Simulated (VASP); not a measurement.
Write the native input for VASP 6.6.1 that does the following.

```yaml
Task: single point
Functional: PBE
Potentials_or_basis: VASP PAW PBE potentials, release 64 (Cs_sv, Br)
Cutoff: 520 eV
k_mesh: 2 × 2 × 2
Occupations: gaussian, width 0.01 eV
Spin: no spin polarisation
Dipole_correction: no
Further_INCAR_settings: LREAL = Auto; ALGO = Normal; EDIFF = 1e-06; NBANDS = 150
```

The structure of CsBr lies in POSCAR:

```
CsBr
1.0
    8.7730026087      8.7730026087      0.0000000000
    8.7730026087      0.0000000000     -8.7730026087
    0.0000000000      8.7730026087     -8.7730026087
Cs Br
16 16
Direct
    0.2500000000      0.2500000000      0.7500000000
    0.2500000000      0.2500000000      0.2500000000
    0.2500000000      0.7500000000      0.7500000000
    0.2500000000      0.7500000000      0.2500000000
    0.5000000000      0.5000000000      0.0000000000
    0.7500000000      0.2500000000      0.7500000000
    0.5000000000      0.5000000000      0.5000000000
    0.7500000000      0.2500000000      0.2500000000
    0.5000000000      0.0000000000      0.0000000000
    0.7500000000      0.7500000000      0.7500000000
    0.5000000000      0.0000000000      0.5000000000
    0.7500000000      0.7500000000      0.2500000000
    0.0000000000      0.5000000000      0.0000000000
    0.0000000000      0.5000000000      0.5000000000
    0.0000000000      0.0000000000      0.0000000000
    0.0000000000      0.0000000000      0.5000000000
    0.3750000000      0.8750000000      0.8750000000
    0.3750000000      0.8750000000      0.3750000000
    0.3750000000      0.3750000000      0.8750000000
    0.3750000000      0.3750000000      0.3750000000
    0.6250000000      0.1250000000      0.1250000000
    0.8750000000      0.8750000000      0.8750000000
    0.6250000000      0.1250000000      0.6250000000
    0.8750000000      0.8750000000      0.3750000000
    0.6250000000      0.6250000000      0.1250000000
    0.8750000000      0.3750000000      0.8750000000
    0.6250000000      0.6250000000      0.6250000000
    0.8750000000      0.3750000000      0.3750000000
    0.1250000000      0.1250000000      0.1250000000
    0.1250000000      0.1250000000      0.6250000000
    0.1250000000      0.6250000000      0.1250000000
    0.1250000000      0.6250000000      0.6250000000
```

One way to write it, as run:

INCAR

```
PREC     = Accurate       # precision mode
ENCUT    = 520            # plane-wave cutoff, eV
EDIFF    = 1E-6           # SCF threshold, eV
ISMEAR   = 0              # smearing method
SIGMA    = 0.01           # smearing width, eV
LREAL    = Auto         
LASPH    = T              # aspherical terms in the spheres
NELM     = 100            # most SCF steps
ALGO     = Normal         # electronic algorithm
ISIF     = 2              # what is computed and relaxed
LWAVE    = F              # write WAVECAR
LCHARG   = F              # write CHGCAR
GGA      = PE             # functional
NBANDS   = 150            # bands
```

KPOINTS

```
Automatic mesh
0
Gamma
  2 2 2
```

Potentials or basis: VASP PAW PBE potentials, release 64 (Cs_sv, Br).

Run with:

```console
$ cat potpaw_PBE.64/Cs_sv/POTCAR potpaw_PBE.64/Br/POTCAR > POTCAR
$ mpirun -np 1 vasp_std > vasp.out
```

It gave:

* Pressure: 0.0 GPa
* Band gap on the k mesh: 4.25 eV

Caveat: spin-orbit coupling is left out, which moves the levels of the heavy elements.

It took 20 min on 1 thread of Intel(R) Xeon(R) Platinum 8488C (Sapphire Rapids), with other jobs on the host, peak memory 1.7 GiB.
